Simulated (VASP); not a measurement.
# InAs (Fm-3m) in VASP: a series of runs

The runs below take InAs through single point, with PBEsol.

All numbers are computed with VASP 6.6.1; they aren't measurements. Logs are shortened: lines on timing, memory, paths and dates and some standing lists are left out, and cuts for length are marked.

### Step 1. The cell of the first run

It takes space group Fm-3m (No. 225, cubic). The conventional cell has a = 5.336 Å, b = 5.336 Å, c = 5.336 Å, α = 90.00°, β = 90.00°, γ = 90.00°. Within 3.5 Å of In (site symmetry m-3m) lie 6 As at 2.67 Å. Within 3.5 Å of As (site symmetry m-3m) lie 6 In at 2.67 Å.

### Step 2. Single point, PBEsol

INCAR

```
SYSTEM = InAs
ALGO = Normal
EDIFF = 1E-6
ENCUT = 500
GGA = PS
GGA_COMPAT = .False.
ISIF = 2
ISMEAR = 0
LASPH = .True.
LCHARG = .False.
LREAL = .False.
LWAVE = .False.
NBANDS = 16
NELM = 120
PREC = Accurate
SIGMA = 0.1
```

KPOINTS

```
k-points
0
Gamma
  14 14 14
  0 0 0
```

POSCAR

```
InAs
1.0
    0.0000000000      2.6678851039      2.6678851039
    2.6678851039      0.0000000000      2.6678851039
    2.6678851039      2.6678851039      0.0000000000
In As
1 1
Direct
    0.5000000000      0.5000000000      0.5000000000
    0.0000000000      0.0000000000      0.0000000000
```

Potentials or basis: VASP PAW PBE potentials, release 64 (In_d, As).

The run is started by

```bash
cat potpaw_PBE.64/In_d/POTCAR potpaw_PBE.64/As/POTCAR > POTCAR
mpirun -np 1 vasp_std > vasp.out
```

OUTCAR:

```text
SYSTEM = InAs
   EDIFF = 1E-6
   ENCUT = 500
   GGA = PS
   ISIF = 2
   ISMEAR = 0
   LASPH = .True.
   LREAL = .False.
   NELM = 120
   PREC = Accurate

 ion  position               nearest neighbor table
   1  0.500  0.500  0.500-   2 2.67   2 2.67   2 2.67   2 2.67   2 2.67   2 2.67
   2  0.000  0.000  0.000-   1 2.67   1 2.67   1 2.67   1 2.67   1 2.67   1 2.67

  LATTYP: Found a face centered cubic cell.
 ALAT       =     5.3357702078

  Lattice vectors:

 A1 = (   0.0000000000,   2.6678851039,   2.6678851039)
 A2 = (   2.6678851039,   0.0000000000,   2.6678851039)
 A3 = (   2.6678851039,   2.6678851039,   0.0000000000)

Analysis of symmetry for initial positions (statically):
=====================================================================
 Subroutine PRICEL returns:
 Original cell was already a primitive cell.

 Routine SETGRP: Setting up the symmetry group for a
 face centered cubic supercell.

 Subroutine GETGRP returns: Found 48 space group operations
 (whereof 48 operations were pure point group operations)
 out of a pool of 48 trial point group operations.

The static configuration has the point symmetry O_h .

Analysis of symmetry for dynamics (positions and initial velocities):
=====================================================================
 Subroutine PRICEL returns:
 Original cell was already a primitive cell.

 Routine SETGRP: Setting up the symmetry group for a
 face centered cubic supercell.

 Subroutine GETGRP returns: Found 48 space group operations
 (whereof 48 operations were pure point group operations)
 out of a pool of 48 trial point group operations.

The dynamic configuration has the point symmetry O_h .

 Subroutine INISYM returns: Found 48 space group operations
 (whereof 48 operations are pure point group operations),
 and found     1 'primitive' translations

----------------------------------------------------------------------------------------

                                     Primitive cell

  volume of cell :      37.9779

  direct lattice vectors                    reciprocal lattice vectors
     0.000000000  2.667885104  2.667885104    -0.187414368  0.187414368  0.187414368
     2.667885104  0.000000000  2.667885104     0.187414368 -0.187414368  0.187414368
     2.667885104  2.667885104  0.000000000     0.187414368  0.187414368 -0.187414368

  length of vectors
     3.772959297  3.772959297  3.772959297     0.324611207  0.324611207  0.324611207

  position of ions in fractional coordinates (direct lattice)
     0.500000000  0.500000000  0.500000000
     0.000000000  0.000000000  0.000000000

  ion indices of the primitive-cell ions
   primitive index   ion index
                 1           1
                 2           2

----------------------------------------------------------------------------------------

 KPOINTS: k-points

Automatic generation of k-mesh.
 Grid dimensions read from file:
 generate k-points for:   14   14   14

 Generating k-lattice:

  Cartesian coordinates                     Fractional coordinates (reciprocal lattice)
    -0.013386741  0.013386741  0.013386741     0.071428571  0.000000000  0.000000000
     0.013386741 -0.013386741  0.013386741     0.000000000  0.071428571  0.000000000
     0.013386741  0.013386741 -0.013386741     0.000000000  0.000000000  0.071428571

  Length of vectors
     0.023186515  0.023186515  0.023186515

  Shift w.r.t. Gamma in fractional coordinates (k-lattice)
     0.000000000  0.000000000  0.000000000

 Subroutine IBZKPT returns following result:
 ===========================================

 Found    104 irreducible k-points:

 Following reciprocal coordinates:
            Coordinates               Weight
  0.000000  0.000000  0.000000      1.000000
  0.071429  0.000000  0.000000      8.000000
  0.142857  0.000000  0.000000      8.000000
  0.214286  0.000000  0.000000      8.000000
  0.285714  0.000000  0.000000      8.000000
  0.357143  0.000000  0.000000      8.000000
[... 16 lines left out ...]
  0.214286  0.142857  0.000000     24.000000
  0.285714  0.142857  0.000000     24.000000
 [... further k-points ...]
   k-points           NKPTS =    104   k-points in BZ     NKDIM =    104   number of bands    NBANDS=     16
   number of dos      NEDOS =    301   number of ions     NIONS =      2
   total plane-waves  NPLWV =  21952
   dimension x,y,z NGX =    28 NGY =   28 NGZ =   28
   dimension x,y,z NGXF=    56 NGYF=   56 NGZF=   56
   ions per type =               1   1
   NGX,Y,Z   is equivalent  to a cutoff of  12.34, 12.34, 12.34 a.u.
   NGXF,Y,Z  is equivalent  to a cutoff of  24.67, 24.67, 24.67 a.u.
 SYSTEM =  InAs
   PREC   = accura    normal or accurate (medium, high low for compatibility)
   ISTART =      0    job   : 0-new  1-cont  2-samecut
   ICHARG =      2    charge: 1-file 2-atom 10-const
   ISPIN  =      1    spin polarized calculation?
   LNONCOLLINEAR =      F non collinear calculations
   LSORBIT =      F    spin-orbit coupling
   LASPH  =      T    aspherical Exc in radial PAW
   ENCUT  =  500.0 eV  36.75 Ry    6.06 a.u.   6.88  6.88  6.88*2*pi/ulx,y,z
   NELM   =    120;   NELMIN=  2; NELMDL= -5     # of ELM steps
   EDIFF  = 0.1E-05   stopping-criterion for ELM
   LREAL  =      F    real-space projection
   EDIFFG = 0.1E-04   stopping-criterion for IOM
   NSW    =      0    number of steps for IOM
   IBRION =     -1    ionic relax: 0-MD 1-quasi-New 2-CG
   NFREE  =      0    steps in history (QN), initial steepest desc. (CG)
   ISIF   =      2    stress and relaxation
   ISYM   =      2    0-nonsym 1-usesym 2-fastsym
   POTIM  = 0.5000    time-step for ionic-motion
   TEBEG  =    0.0;   TEEND  =   0.0 temperature during run
   PSTRESS=    0.0 pullay stress
   NELECT =      18.0000    total number of electrons
   NUPDOWN=      -1.0000    fix difference up-down
   EMIN   =  10.00;   EMAX   =-10.00  energy-range for DOS
   EFERMI =   0.00;   METHOD = LEGACY
   ISMEAR =     0;   SIGMA  =   0.10  broadening in eV -4-tet -1-fermi 0-gaus
   EFERMI_NEDOS =   21; number of points for ismear=-14 and -15
   IALGO  =     38    algorithm
   IMIX   =      4    mixing-type and parameters
     AMIX     =   0.40;   BMIX     =  1.00
     AMIX_MAG =   1.60;   BMIX_MAG =  1.00
  volume/ion in A,a.u.               =      18.99       128.14
  Fermi-wavevector in a.u.,A,eV,Ry     =   1.276405  2.412056 22.166749  1.629210
  Thomas-Fermi vector in A             =   2.409063
   LORBIT       =      0    0 simple, 1 ext, 2 COOP (PROOUT), +10 PAW based schemes
   GGA     = PS    functional components
   LHFCALC =     F    Hartree Fock is set to
   AEXX    =    0.0000 exact exchange contribution
   IVDW    =     0    specifies the selected vdW correction
   LEPSILON=     F    determine dielectric tensor
   LRPA    =     F    only Hartree local field effects (RPA)
 non-spin polarized calculation
 Gauss-broadening in eV      SIGMA  =   0.10
  energy-cutoff  :      500.00
  volume of cell :       37.98
 maximum number of plane-waves:       982
   NGX = 13   NGY = 13   NGZ = 13

 number of electron      17.9999993 magnetization

 Free energy of the ion-electron system (eV)
  ---------------------------------------------------
  ext. energy  EPLUGINS =         0.00000000
  ---------------------------------------------------
  free energy    TOTEN  =        -7.85258579 eV

  energy without entropy =       -7.84751939  energy(sigma->0) =       -7.85005259

 E-fermi :   8.5534     XC(G=0): -11.3138

 val. band max:        8.5300166624   @ k =   0.2857   0.1429   0.0714
 cond. band min:       8.5724378187   @ k =   0.3571   0.1429   0.0714
 fundamental gap:      0.0424211563
 Fermi energy:         8.5533916389

 k-point     1 :       0.0000    0.0000    0.0000
  band No.  band energies     occupation
      1      -6.0496      2.00000
      2      -6.0496      2.00000
      3      -6.0175      2.00000
      4      -6.0175      2.00000
      5      -6.0175      2.00000
      6      -5.3093      2.00000
[... 8 lines left out ...]
     15      17.2474      0.00000
     16      17.2474      0.00000

 k-point     2 :       0.0714    0.0000    0.0000
  band No.  band energies     occupation
      1      -6.0544      2.00000
      2      -6.0544      2.00000
      3      -6.0186      2.00000
      4      -6.0129      2.00000
      5      -6.0129      2.00000
      6      -5.2359      2.00000
[... 8 lines left out ...]
     15      16.8166      0.00000
     16      17.0333      0.00000

 k-point     3 :       0.1429    0.0000    0.0000
  band No.  band energies     occupation
      1      -6.0701      2.00000
      2      -6.0701      2.00000
      3      -6.0227      2.00000
      4      -5.9976      2.00000
      5      -5.9976      2.00000
      6      -5.0165      2.00000
[... 8 lines left out ...]
     15      16.8240      0.00000
     16      16.8240      0.00000

 k-point     4 :       0.2143    0.0000    0.0000
  band No.  band energies     occupation
      1      -6.0944      2.00000
      2      -6.0944      2.00000
      3      -6.0307      2.00000
      4      -5.9737      2.00000
      5      -5.9737      2.00000
      6      -4.6570      2.00000
[... 8 lines left out ...]
     15      17.4142      0.00000
     16      17.4142      0.00000

 k-point     5 :       0.2857    0.0000    0.0000
  band No.  band energies     occupation
      1      -6.1218      2.00000
      2      -6.1217      2.00000
      3      -6.0408      2.00000
      4      -5.9465      2.00000
      5      -5.9465      2.00000
      6      -4.1761      2.00000
[... 8 lines left out ...]
     15      18.2746      0.00000
     16      18.2746      0.00000

 k-point     6 :       0.3571    0.0000    0.0000
  band No.  band energies     occupation
      1      -6.1464      2.00000
      2      -6.1464      2.00000
      3      -6.0505      2.00000
      4      -5.9216      2.00000
      5      -5.9216      2.00000
      6      -3.6176      2.00000
[... 8 lines left out ...]
     15      19.3296      0.00000
     16      19.3296      0.00000

 k-point     7 :       0.4286    0.0000    0.0000
  band No.  band energies     occupation
      1      -6.1634      2.00000
      2      -6.1634      2.00000
      3      -6.0574      2.00000
      4      -5.9042      2.00000
      5      -5.9042      2.00000
      6      -3.0924      2.00000
[... 8 lines left out ...]
     15      20.4744      0.00000
     16      20.4744      0.00000

 k-point     8 :       0.5000    0.0000    0.0000
  band No.  band energies     occupation
      1      -6.1694      2.00000
      2      -6.1694      2.00000
      3      -6.0598      2.00000
      4      -5.8980      2.00000
      5      -5.8980      2.00000
      6      -2.8498      2.00000
[... 8 lines left out ...]
     15      21.1864      0.00000
     16      21.1864      0.00000

 k-point     9 :       0.0714    0.0714    0.0000
  band No.  band energies     occupation
      1      -6.0674      2.00000
      2      -6.0462      2.00000
      3      -6.0219      2.00000
      4      -6.0104      2.00000
      5      -6.0104      2.00000
      6      -5.2083      2.00000
[... 8 lines left out ...]
     15      17.7241      0.00000
     16      17.7241      0.00000
[... 172 lines left out ...]
 k-point    19 :      -0.2143    0.0714    0.0000
  band No.  band energies     occupation
      1      -6.1149      2.00000
      2      -6.1059      2.00000
      3      -6.0312      2.00000
      4      -5.9718      2.00000
      5      -5.9604      2.00000
      6      -4.4291      2.00000
[... 8 lines left out ...]
     15      17.1592      0.00000
     16      18.8591      0.00000

 k-point    20 :      -0.1429    0.0714    0.0000
  band No.  band energies     occupation
      1      -6.0899      2.00000
      2      -6.0775      2.00000
      3      -6.0246      2.00000
      4      -5.9942      2.00000
      5      -5.9837      2.00000
      6      -4.8376      2.00000
[... 8 lines left out ...]
     15      17.4148      0.00000
     16      17.9735      0.00000

 k-point    21 :      -0.0714    0.0714    0.0000
  band No.  band energies     occupation
      1      -6.0689      2.00000
      2      -6.0584      2.00000
      3      -6.0209      2.00000
      4      -6.0083      2.00000
      5      -6.0019      2.00000
      6      -5.1108      2.00000
[... 8 lines left out ...]
     15      17.2846      0.00000
     16      17.4764      0.00000

 k-point    22 :       0.1429    0.1429    0.0000
  band No.  band energies     occupation
      1      -6.1373      2.00000
      2      -6.0366      2.00000
      3      -6.0341      2.00000
      4      -5.9899      2.00000
      5      -5.9899      2.00000
      6      -4.8841      2.00000
[... 8 lines left out ...]
     15      18.8487      0.00000
     16      18.8487      0.00000

 k-point    23 :       0.2143    0.1429    0.0000
  band No.  band energies     occupation
      1      -6.1861      2.00000
      2      -6.0408      2.00000
      3      -6.0399      2.00000
      4      -5.9770      2.00000
      5      -5.9689      2.00000
      6      -4.5922      2.00000
[... 8 lines left out ...]
     15      18.9899      0.00000
     16      19.0668      0.00000

 k-point    24 :       0.2857    0.1429    0.0000
  band No.  band energies     occupation
      1      -6.2272      2.00000
      2      -6.0595      2.00000
      3      -6.0418      2.00000
      4      -5.9655      2.00000
      5      -5.9406      2.00000
      6      -4.1703      2.00000
[... 8 lines left out ...]
     15      19.1427      0.00000
     16      19.5406      0.00000

 [... further k-points ...]
[... 5 lines left out ...]
  --------------------------------------------------------------------------------------
  -------------------------------------------------------------------------------------
  Total        4.5392809      4.5392809      4.5392809     -0.0000000      0.0000000     -0.0000000
  in kB      191.4988996    191.4988996    191.4988996     -0.0000000      0.0000000     -0.0000000
  external PRESSURE =     191.4988996 kB  Pullay stress =       0.0000000 kB

 VOLUME and BASIS-vectors are now :
 -----------------------------------------------------------------------------
  energy-cutoff  :      500.00
  volume of cell :       37.98
      direct lattice vectors                 reciprocal lattice vectors
     0.000000000  2.667885104  2.667885104    -0.187414368  0.187414368  0.187414368
     2.667885104  0.000000000  2.667885104     0.187414368 -0.187414368  0.187414368
     2.667885104  2.667885104  0.000000000     0.187414368  0.187414368 -0.187414368

 POSITION                                       TOTAL-FORCE (eV/Angst)
 -----------------------------------------------------------------------------------
      2.66789      2.66789      2.66789         0.000000     -0.000000      0.000000
      0.00000      0.00000      0.00000         0.000000      0.000000     -0.000000
 -----------------------------------------------------------------------------------
    total drift:                                0.000000      0.000000      0.000000

  FREE ENERGIE OF THE ION-ELECTRON SYSTEM (eV)
  ---------------------------------------------------
  free  energy   TOTEN  =        -7.8525857948 eV

  energy  without entropy=       -7.8475193941  energy(sigma->0) =       -7.85005259
```

Wall time 30 s (1 thread of AMD EPYC 9R45 (Zen 5), shared host); peak memory 0.17 GiB.

Results:

```yaml
Free_energy: -7.8526 eV
Pressure: 19.1 GPa
Band_gap_on_the_k_mesh: zero (bands 9 and 10 overlap by 3.26 eV)
```

Caveat: the cell stands under pressure; the PAW data sets were made with another functional, which shifts forces and pressure a little; spin-orbit coupling is left out, which moves the levels of the heavy elements.

### Step 3. Single point, PBEsol

This run uses another cell than the first one, of 19.85 Å³/atom.

INCAR

```
PREC = Accurate
ENCUT = 500
EDIFF = 1E-6
ISMEAR = 0
SIGMA = 0.1
LREAL = False
LASPH = True
NELM = 120
ALGO = Normal
ISIF = 2
LWAVE = False
LCHARG = False
GGA = PS
NBANDS = 16
GGA_COMPAT = False
```

KPOINTS

```
regular mesh
0
Gamma
  14 14 14
```

POSCAR

```
InAs
1.0
    0.0000000000      2.7077196682      2.7077196682
    2.7077196682      0.0000000000      2.7077196682
    2.7077196682      2.7077196682      0.0000000000
In As
1 1
Direct
    0.5000000000      0.5000000000      0.5000000000
    0.0000000000      0.0000000000      0.0000000000
```

Potentials or basis: VASP PAW PBE potentials, release 64 (In_d, As).

The run is started by

```bash
cat potpaw_PBE.64/In_d/POTCAR potpaw_PBE.64/As/POTCAR > POTCAR
mpirun -np 1 vasp_std > vasp.out
```

OUTCAR:

```text
PREC = Accurate
   ENCUT = 500
   EDIFF = 1E-6
   ISMEAR = 0
   LREAL = False
   LASPH = True
   NELM = 120
   ISIF = 2
   GGA = PS

 ion  position               nearest neighbor table
   1  0.500  0.500  0.500-   2 2.71   2 2.71   2 2.71   2 2.71   2 2.71   2 2.71
   2  0.000  0.000  0.000-   1 2.71   1 2.71   1 2.71   1 2.71   1 2.71   1 2.71

  LATTYP: Found a face centered cubic cell.
 ALAT       =     5.4154393364

  Lattice vectors:

 A1 = (   0.0000000000,   2.7077196682,   2.7077196682)
 A2 = (   2.7077196682,   0.0000000000,   2.7077196682)
[... 626 lines left out ...]
      5      -6.4543      2.00000
      6      -4.4538      2.00000
[... 8 lines left out ...]
     15      18.3770      0.00000
     16      18.7637      0.00000

 [... further k-points ...]
[... 5 lines left out ...]
  --------------------------------------------------------------------------------------
  -------------------------------------------------------------------------------------
  Total        3.1765082      3.1765082      3.1765082      0.0000000      0.0000000      0.0000000
  in kB      128.1797652    128.1797652    128.1797652      0.0000000      0.0000000      0.0000000
  external PRESSURE =     128.1797652 kB  Pullay stress =       0.0000000 kB

 VOLUME and BASIS-vectors are now :
 -----------------------------------------------------------------------------
  energy-cutoff  :      500.00
  volume of cell :       39.70
      direct lattice vectors                 reciprocal lattice vectors
     0.000000000  2.707719668  2.707719668    -0.184657225  0.184657225  0.184657225
     2.707719668  0.000000000  2.707719668     0.184657225 -0.184657225  0.184657225
     2.707719668  2.707719668  0.000000000     0.184657225  0.184657225 -0.184657225

 POSITION                                       TOTAL-FORCE (eV/Angst)
 -----------------------------------------------------------------------------------
      2.70772      2.70772      2.70772         0.000000      0.000000      0.000000
      0.00000      0.00000      0.00000        -0.000000     -0.000000     -0.000000
 -----------------------------------------------------------------------------------
    total drift:                                0.000000      0.000000      0.000000

  FREE ENERGIE OF THE ION-ELECTRON SYSTEM (eV)
  ---------------------------------------------------
  free  energy   TOTEN  =        -8.0234034409 eV

  energy  without entropy=       -8.0181783557  energy(sigma->0) =       -8.02079090
```

stdout:

```text
POSCAR found type information on POSCAR InAs
 POSCAR found :  2 types and       2 ions
 scaLAPACK will be used
 -----------------------------------------------------------------------------
|                                                                             |
|                                                                             |
|     You enforced a specific xc type in the INCAR file but a different       |
|     I HOPE YOU KNOW WHAT YOU ARE DOING!                                     |
|                                                                             |
 -----------------------------------------------------------------------------

 LDA part: xc-table for (Slater+PW92), standard interpolation
 POSCAR, INCAR and KPOINTS ok, starting setup
 FFT: planning ... GRIDC
 FFT: planning ... GRID_SOFT
 FFT: planning ... GRID
 WAVECAR not read
 entering main loop
```

Run time: 29 s. Hardware: 1 thread of AMD EPYC 9R45 (Zen 5), shared host; peak memory 0.17 GiB.

What came out:

* Free energy: -8.0234 eV
* Pressure: 12.8 GPa
* Band gap on the k mesh: zero (bands 9 and 10 overlap by 3.29 eV)

Caveat: the cell stands under pressure; the PAW data sets were made with another functional, which shifts forces and pressure a little; spin-orbit coupling is left out, which moves the levels of the heavy elements.

[end of part 1 of 2]

The gap in the log of VASP goes by the Fermi energy; the results here count the filled bands.